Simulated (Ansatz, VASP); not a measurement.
**One calculation of LiBiSe2, two programs**

```
Li Bi Se
1.0
     2.05991    1.18929    6.61340
    -2.05991    1.18929    6.61340
     0.00000   -2.37858    6.61340
Li Bi Se
1 1 2
Direct
  0.00000 0.00000 0.00000
  0.50000 0.50000 0.50000
  0.25433 0.25433 0.25433
  0.74567 0.74567 0.74567
```

Alike in both runs: task single point; functional r2SCAN; k mesh 6 × 6 × 6; no spin polarisation.

|  | VASP | Ansatz |
| --- | --- | --- |
| version | VASP 6.6.1 | Ansatz 0.2.0 |
| potentials or method | VASP PAW PBE potentials, release 64 (Li_sv, Bi_d, Se) | plane waves, PAW |
| plane-wave cutoff (eV) | 520 | 500 |
| occupations | gaussian, width 0.01 eV | fixed |
| valence electrons in the cell | 30 | 50 |

```csv
,VASP,Ansatz,Ansatz less VASP
gap on the k mesh at the Fermi level (eV),1.39,1.39,-0.007
rms of the force components (eV/Å),0.012,0.001,-0.0107
```

VASP's potentials were made for PBE, not for r2SCAN. Atom by atom the forces differ by 0.011 eV/Å (rms over components). VASP's potentials hold 30 valence electrons a cell and Ansatz's 50, so a difference there can come from the potentials and not from the codes.

Spin-orbit coupling is off throughout. Noted on VASP's run: the cutoff is short for stress, so the pressure is rough.
